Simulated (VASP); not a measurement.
Input of a VASP 6.6.1 run:

INCAR

```
PREC = Accurate
ENCUT = 600
EDIFF = 1E-6
ISMEAR = 0
SIGMA = 0.02
LREAL = False
LASPH = True
NELM = 80
ALGO = Normal
ISIF = 3
LWAVE = False
LCHARG = False
GGA = PE
IBRION = 2
NSW = 100
EDIFFG = -0.01
KPAR = 4
```

The input KPOINTS:

```
regular mesh
0
Gamma
  4 4 4
```

Contents of POSCAR:

```
Zn5S
1.0
    7.9731927751      0.0000000000      0.0000000000
    0.0000000000      7.9731927751      0.0000000000
    0.0000000000      0.0000000000      9.0707161363
Zn S
5 1
Direct
    0.5000000000      0.5000000000      0.7373001999
    0.5000000000      0.5000000000      0.2626998001
    0.0000000000      0.5000000000      0.5000000000
    0.5000000000      0.0000000000      0.5000000000
    0.5000000000      0.5000000000      0.0000000000
    0.5000000000      0.5000000000      0.5000000000
```

Potentials or basis: VASP PAW PBE potentials, release 64 (Zn, S).

Run with:

```bash
$ cat potpaw_PBE.64/Zn/POTCAR potpaw_PBE.64/S/POTCAR > POTCAR
$ mpirun -np 4 vasp_std > vasp.out
```

(1) Predict the space group after relaxing (to 0.1 Å).

(2) What does it give for the relaxed volume?

(3) Estimate the band gap on the k mesh.

(4) Predict the relaxed cell.

Results:

(1) P4/mmm (No. 123).

(2) 102.61 Å³/atom.

(3) 2.03 eV.

(4) a = 8.236 Å, b = 8.236 Å, c = 9.077 Å, α = 90.00°, β = 90.00°, γ = 90.00°.
